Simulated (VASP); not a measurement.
# W (Pmmn) in VASP: single point with r2SCAN

Aim: the single point of W with r2SCAN.

All numbers are computed with VASP 6.6.1; they aren't measurements. Logs are shortened: lines on timing, memory, paths and dates and some standing lists are left out, and cuts for length are marked.

## Step 1: The cell of the first run

Symmetry: Pmmn, No. 59, orthorhombic system. The conventional cell has a = 2.871 Å, b = 4.060 Å, c = 2.871 Å, α = 90.00°, β = 90.00°, γ = 90.00°. Within 3.6 Å of W (site symmetry mm2) lie 12 W at 2.73 to 3.03 Å.

## Step 2: Single point, r2SCAN (atoms displaced along a vibrational mode)

POSCAR

```
W
1.0
    0.0000000000     -2.0300000000     -2.0300000000
    0.0000000000      2.0300000000     -2.0300000000
    4.0600000000      0.0000000000      0.0000000000
W
2
Direct
    0.5522492695      0.5000000000      0.5000000000
   -0.0522492695      0.0000000000      0.0000000000
```

INCAR.step1

```
PREC = Accurate
ENCUT = 550
ISMEAR = 0
SIGMA = 0.15
LREAL = False
LASPH = True
NELM = 120
NBANDS = 21
GGA = PE
ALGO = Normal
EDIFF = 1E-5
LWAVE = True
LCHARG = False
GGA_COMPAT = False
```

INCAR.step2

```
PREC = Accurate
ENCUT = 550
EDIFF = 1E-6
ISMEAR = 0
SIGMA = 0.15
LREAL = False
LASPH = True
NELM = 120
ALGO = Normal
ISIF = 2
LWAVE = False
LCHARG = False
METAGGA = R2SCAN
LMIXTAU = True
NBANDS = 21
ISTART = 1
GGA_COMPAT = False
```

KPOINTS

```
Automatic mesh
0
Gamma
  16 16 12
```

Potentials or basis: VASP PAW PBE potentials, release 64 (W_sv).

Started as:

```bash
cat potpaw_PBE.64/W_sv/POTCAR > POTCAR
cp INCAR.step1 INCAR
mpirun -np 1 vasp_std > vasp.out
cp INCAR.step2 INCAR
mpirun -np 1 vasp_std > vasp.out
```

OUTCAR:

```text
PREC = Accurate
   ENCUT = 550
   EDIFF = 1E-6
   ISMEAR = 0
   LREAL = False
   LASPH = True
   NELM = 120
   ISIF = 2
   METAGGA = R2SCAN
   ISTART = 1

 ion  position               nearest neighbor table
   1  0.552  0.500  0.500-   2 2.73   2 2.73   2 2.73   2 2.73   2 3.03   2 3.03   2 3.03   2 3.03

   2  0.948  0.000  0.000-   1 2.73   1 2.73   1 2.73   1 2.73   1 3.03   1 3.03   1 3.03   1 3.03

  LATTYP: Found a simple tetragonal cell.
 ALAT       =     2.8708535316
 C/A-ratio  =     1.4142135624

  Lattice vectors:

 A1 = (   0.0000000000,  -2.0300000000,  -2.0300000000)
 A2 = (   0.0000000000,   2.0300000000,  -2.0300000000)
 A3 = (   4.0600000000,   0.0000000000,   0.0000000000)

Analysis of symmetry for initial positions (statically):
=====================================================================
 Subroutine PRICEL returns:
 Original cell was already a primitive cell.

 Routine SETGRP: Setting up the symmetry group for a
 simple tetragonal supercell.

 Subroutine GETGRP returns: Found  8 space group operations
 (whereof  4 operations were pure point group operations)
 out of a pool of 16 trial point group operations.

The static configuration has the point symmetry C_2v.
 The point group associated with its full space group is D_2h.

Analysis of symmetry for dynamics (positions and initial velocities):
=====================================================================
 Subroutine PRICEL returns:
 Original cell was already a primitive cell.

 Routine SETGRP: Setting up the symmetry group for a
 simple tetragonal supercell.

 Subroutine GETGRP returns: Found  8 space group operations
 (whereof  4 operations were pure point group operations)
 out of a pool of 16 trial point group operations.

The dynamic configuration has the point symmetry C_2v.
 The point group associated with its full space group is D_2h.

 Subroutine INISYM returns: Found  8 space group operations
 (whereof  4 operations are pure point group operations),
 and found     1 'primitive' translations

----------------------------------------------------------------------------------------

                                     Primitive cell

  volume of cell :      33.4617

  direct lattice vectors                    reciprocal lattice vectors
[... 77 lines left out ...]
 SYSTEM =  unknown system
   PREC   = accura    normal or accurate (medium, high low for compatibility)
   ISTART =      1    job   : 0-new  1-cont  2-samecut
   ICHARG =      0    charge: 1-file 2-atom 10-const
   ISPIN  =      1    spin polarized calculation?
   LNONCOLLINEAR =      F non collinear calculations
   LSORBIT =      F    spin-orbit coupling
   LASPH  =      T    aspherical Exc in radial PAW
   ENCUT  =  550.0 eV  40.42 Ry    6.36 a.u.   5.49  5.49  7.76*2*pi/ulx,y,z
   NELM   =    120;   NELMIN=  2; NELMDL=  0     # of ELM steps
   EDIFF  = 0.1E-05   stopping-criterion for ELM
   LREAL  =      F    real-space projection
   EDIFFG = 0.1E-04   stopping-criterion for IOM
   NSW    =      0    number of steps for IOM
   IBRION =     -1    ionic relax: 0-MD 1-quasi-New 2-CG
   NFREE  =      0    steps in history (QN), initial steepest desc. (CG)
   ISIF   =      2    stress and relaxation
   ISYM   =      2    0-nonsym 1-usesym 2-fastsym
   POTIM  = 0.5000    time-step for ionic-motion
   TEBEG  =    0.0;   TEEND  =   0.0 temperature during run
   PSTRESS=    0.0 pullay stress
   NELECT =      28.0000    total number of electrons
   NUPDOWN=      -1.0000    fix difference up-down
   EMIN   =  10.00;   EMAX   =-10.00  energy-range for DOS
   EFERMI =   0.00;   METHOD = LEGACY
   ISMEAR =     0;   SIGMA  =   0.15  broadening in eV -4-tet -1-fermi 0-gaus
   EFERMI_NEDOS =   21; number of points for ismear=-14 and -15
   IALGO  =     38    algorithm
   IMIX   =      4    mixing-type and parameters
     AMIX     =   0.40;   BMIX     =  1.00
     AMIX_MAG =   1.60;   BMIX_MAG =  1.00
  volume/ion in A,a.u.               =      16.73       112.91
  Fermi-wavevector in a.u.,A,eV,Ry     =   1.542688  2.915258 32.380324  2.379887
  Thomas-Fermi vector in A             =   2.648457
   LORBIT       =      0    0 simple, 1 ext, 2 COOP (PROOUT), +10 PAW based schemes
   METAGGA = R2SCAN    functional components
   LHFCALC =     F    Hartree Fock is set to
   AEXX    =    0.0000 exact exchange contribution
   IVDW    =     0    specifies the selected vdW correction
   LEPSILON=     F    determine dielectric tensor
   LRPA    =     F    only Hartree local field effects (RPA)
 non-spin polarized calculation
 Gauss-broadening in eV      SIGMA  =   0.15
  energy-cutoff  :      550.00
  volume of cell :       33.46
 maximum number of plane-waves:      1008
 NGX is ok and might be reduce to    24
   NGX = 11   NGY = 11   NGZ = 15

 number of electron      27.9999999 magnetization

 Free energy of the ion-electron system (eV)
  ---------------------------------------------------
  ext. energy  EPLUGINS =         0.00000000
  ---------------------------------------------------
  free energy    TOTEN  =      -101.47445927 eV

  energy without entropy =     -101.45175016  energy(sigma->0) =     -101.46310472

 E-fermi :  10.1406     XC(G=0): -14.5728

 val. band max:       10.1398687317   @ k =   0.5000   0.1250   0.3333
 cond. band min:      10.1409473414   @ k =  -0.1250   0.3750   0.2500
 fundamental gap:      0.0010786097
 Fermi energy:        10.1405556130

 k-point     1 :       0.0000    0.0000    0.0000
  band No.  band energies     occupation
      1     -65.5311      2.00000
      2     -65.3595      2.00000
      3     -29.6307      2.00000
      4     -28.9413      2.00000
      5     -28.8889      2.00000
      6     -28.5488      2.00000
[... 565 lines left out ...]
     20      18.3891      0.00000
     21      20.7554      0.00000

 [... further k-points ...]
[... 5 lines left out ...]
  --------------------------------------------------------------------------------------
  -------------------------------------------------------------------------------------
  Total       -0.3045842     -0.9196473     -0.9196473      0.0000000     -2.0030696      0.0000000
  in kB      -14.5837724    -44.0335589    -44.0335589      0.0000000    -95.9088142      0.0000000
  external PRESSURE =     -34.2169634 kB  Pullay stress =       0.0000000 kB

 VOLUME and BASIS-vectors are now :
 -----------------------------------------------------------------------------
  energy-cutoff  :      550.00
  volume of cell :       33.46
      direct lattice vectors                 reciprocal lattice vectors
     0.000000000 -2.030000000 -2.030000000     0.000000000 -0.246305419 -0.246305419
     0.000000000  2.030000000 -2.030000000     0.000000000  0.246305419 -0.246305419
     4.060000000  0.000000000  0.000000000     0.246305419  0.000000000  0.000000000

 POSITION                                       TOTAL-FORCE (eV/Angst)
 -----------------------------------------------------------------------------------
      2.03000     -0.10607     -2.13607         0.000000      0.467785      0.467785
      0.00000     -1.92393     -1.92393         0.000000     -0.467785     -0.467785
 -----------------------------------------------------------------------------------
    total drift:                                0.000000     -0.000000      0.000000

  FREE ENERGIE OF THE ION-ELECTRON SYSTEM (eV)
  ---------------------------------------------------
  free  energy   TOTEN  =      -101.4744592669 eV

  energy  without entropy=     -101.4517501638  energy(sigma->0) =     -101.46310472
```

OSZICAR.step1:

```text
N       E                     dE             d eps       ncg     rms          rms(c)
DAV:   1     0.279371828008E+03    0.27937E+03   -0.16323E+04 23830   0.160E+03
DAV:   2    -0.164768753589E+02   -0.29585E+03   -0.28833E+03 25566   0.470E+02
DAV:   3    -0.259335294505E+02   -0.94567E+01   -0.92247E+01 27550   0.817E+01
DAV:   4    -0.260364161241E+02   -0.10289E+00   -0.10265E+00 25570   0.891E+00
DAV:   5    -0.260374453883E+02   -0.10293E-02   -0.10293E-02 26957   0.946E-01    0.264E+01
DAV:   6    -0.250780001425E+02    0.95945E+00   -0.12079E+00 25663   0.105E+01    0.104E+01
DAV:   7    -0.248384959444E+02    0.23950E+00   -0.62078E-01 26520   0.691E+00    0.744E-01
DAV:   8    -0.248301603426E+02    0.83356E-02   -0.14295E-02 24469   0.121E+00    0.113E-01
DAV:   9    -0.248300543557E+02    0.10599E-03   -0.40913E-04 29870   0.184E-01    0.613E-02
DAV:  10    -0.248300570150E+02   -0.26593E-05   -0.39478E-05 20073   0.461E-02
   1 F= -.24830057E+02 E0= -.24817780E+02  d E =-.245548E-01
```

Run time: 9 min. Hardware: 1 thread of AMD EPYC 9R45 (Zen 5), shared host; peak memory 0.4 GiB.

Results:

- Free energy: -101.4745 eV
- Pressure: -3.4 GPa
- Largest force: 0.662 eV/Å
- Band gap on the k mesh: zero (bands 14 and 15 overlap by 2.83 eV)

Forces in eV/Å, atoms in the order of the input:
```
W    0.000  0.468  0.468
W    0.000 -0.468 -0.468
```

Levels at points of the mesh, in eV from the Fermi level:
| k point | band 11 | band 12 | band 13 | band 14 | band 15 | band 16 | band 17 | band 18 |
| --- | --- | --- | --- | --- | --- | --- | --- | --- |
| (0.00, 0.00, 0.00) | -4.58 | -1.00 | -0.88 | -0.14 | 2.50 | 2.88 | 2.91 | 4.73 |
| (0.50, 0.00, 0.00) | -2.94 | -2.75 | -1.33 | -0.73 | 0.67 | 0.77 | 1.30 | 3.80 |
| (0.00, 0.50, 0.00) | -2.42 | -2.42 | -2.22 | -2.22 | 1.47 | 1.47 | 2.60 | 2.60 |
| (0.50, 0.50, 0.00) | -4.62 | -4.62 | 2.39 | 2.39 | 5.29 | 5.29 | 5.67 | 5.67 |
| (0.00, 0.00, 0.50) | -3.30 | -3.30 | -0.35 | -0.35 | 1.31 | 1.31 | 2.43 | 2.43 |
| (0.50, 0.00, 0.50) | -1.03 | -1.03 | -0.74 | -0.74 | 0.51 | 0.51 | 4.92 | 4.92 |
| (0.00, 0.50, 0.50) | -1.08 | -1.08 | -0.37 | -0.37 | 0.39 | 0.39 | 4.19 | 4.19 |
| (0.50, 0.50, 0.50) | -2.51 | -2.51 | -1.78 | -1.78 | 1.71 | 1.71 | 5.73 | 5.73 |

Caveat: the cell differs from its parent crystal (atoms displaced along a vibrational mode); the cell stands under tension; the PAW data sets were made with another functional, which shifts forces and pressure a little; spin-orbit coupling is left out, which moves the levels of the heavy elements.
